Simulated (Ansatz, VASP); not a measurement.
**C in VASP and in Ansatz**

Contents of INCAR:

```
SYSTEM = C
PREC = Accurate
ENCUT = 520
EDIFF = 1E-6
ISMEAR = -1
SIGMA = 0.1
LREAL = .False.
LASPH = .True.
NELM = 100
ALGO = Normal
ISIF = 2
LWAVE = .False.
LCHARG = .True.
GGA = PE
LELF = .True.
LVHAR = .True.
NBANDS = 8
```

The input KPOINTS:

```
Automatic mesh
0
Gamma
  22 22 22
  0 0 0
```

File POSCAR:

```
C
1.0
    0.0000000000      1.4301805180      1.4301805180
    1.4301805180      0.0000000000      1.4301805180
    1.4301805180      1.4301805180      0.0000000000
C
1
Direct
    0.0000000000      0.0000000000      0.0000000000
```

Input for Ansatz:

```yaml
crystal:
  lattice:
    - [0.0, 1.430180518, 1.430180518]
    - [1.430180518, 0.0, 1.430180518]
    - [1.430180518, 1.430180518, 0.0]
  atoms:
    - { symbol: C, position: [0.0, 0.0, 0.0] }
kpoints:
  mp_grid: { grid: [22, 22, 22] }
scf:
  occupations: { method: fermi_dirac, width: 0.1 }
hamiltonian:
  xc: pbe
  pseudopotentials: { kind: paw }
output:
  forces: true
  stress: true
  eigenvalues: true
  populations: true
```

Change from the starting cell: volume scaled by 0.8, PAW files.

Alike in both runs: task single point; functional PBE; k mesh 22 × 22 × 22; occupations fermi-dirac, width 0.1 eV; no spin polarisation.

|  | VASP | Ansatz |
| --- | --- | --- |
| version | VASP 6.6.1 | Ansatz 0.2.0 |
| potentials or method | VASP PAW PBE potentials, release 64 (C) | PAW with Ansatz's default frozen-core files, scalar-relativistic |
| plane-wave cutoff (eV) | 520 | 420 |
| valence electrons in the cell | 4 | 4 |

Ansatz gave:

- pressure (GPa): 50.7

Task: Estimate VASP's values.

Result: Pressure (GPa): 51.1.

Both programs put the cell under a high pressure, so it lies far from rest at this level. The functional is the same, so the differences come from potentials, cutoffs and numerics.
